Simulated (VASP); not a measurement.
Zr2F3:

```
Zr F
1.0
     3.15191    0.00000    0.00000
     0.00000    4.95562    0.00000
     0.00000    0.00000    7.59466
Zr F
2 3
Direct
  0.50000 0.00000 0.77513
  0.50000 0.00000 0.22487
  0.50000 0.75231 0.00000
  0.50000 0.24769 0.00000
  0.50000 0.00000 0.50000
```

The cell was built from a structure type or drawn by symmetry, and may not be a known phase.

* Program: VASP 6.6.1
* Task: relaxation of cell and atoms
* Functional: PBE
* Potentials or basis: VASP PAW PBE potentials, release 64 (Zr_sv, F)
* Cutoff: 600 eV
* k mesh: 6 × 4 × 2
* Occupations: gaussian, width 0.1 eV
* Spin: no spin polarisation

At the start: pressure -1.5 GPa; volume 23.73 Å³/atom.

Task: How do energy, volume and symmetry change on relaxing?

Result: Over 11 steps the energy falls by 35.7 meV/atom and the volume is 22.62 Å³/atom (-4.7 %); space group Pmmm (No. 47, to 0.1 Å) before and after.

Step by step:
```tsv
step	energy change (eV)	largest force (eV/Å)	pressure (GPa)	volume (Å³)
1	0.0000	0.2570	-1.51	118.63
2	-0.1366	0.2189	-1.54	114.74
3	-0.1593	0.4223	-1.33	112.86
4	-0.1493	0.4202	2.43	108.49
5	-0.1743	0.0988	0.22	110.91
6	-0.1755	0.0240	0.07	111.22
7	-0.1756	0.0350	0.05	111.25
8	-0.1766	0.0268	0.06	111.53
9	-0.1780	0.0431	0.10	112.33
10	-0.1781	0.0491	0.11	112.48
11	-0.1785	0.0338	-0.02	113.09
```

Final structure:
```
CELL_PARAMETERS angstrom
2.92740 0.00000 0.00000
0.00000 5.07604 0.00000
0.00000 0.00000 7.61062
ATOMIC_POSITIONS crystal
Zr 0.50000 0.00000 0.77545
Zr 0.50000 0.00000 0.22455
F 0.50000 0.75301 0.00000
F 0.50000 0.24699 0.00000
F 0.50000 0.00000 0.50000
```

Caveat: the k points lie up to 0.41 Å⁻¹ apart in the final cell, too coarse for converged energies and pressures of a metal; an odd number of electrons without spin polarisation forces a metal; a magnetic or distorted state may lie lower.
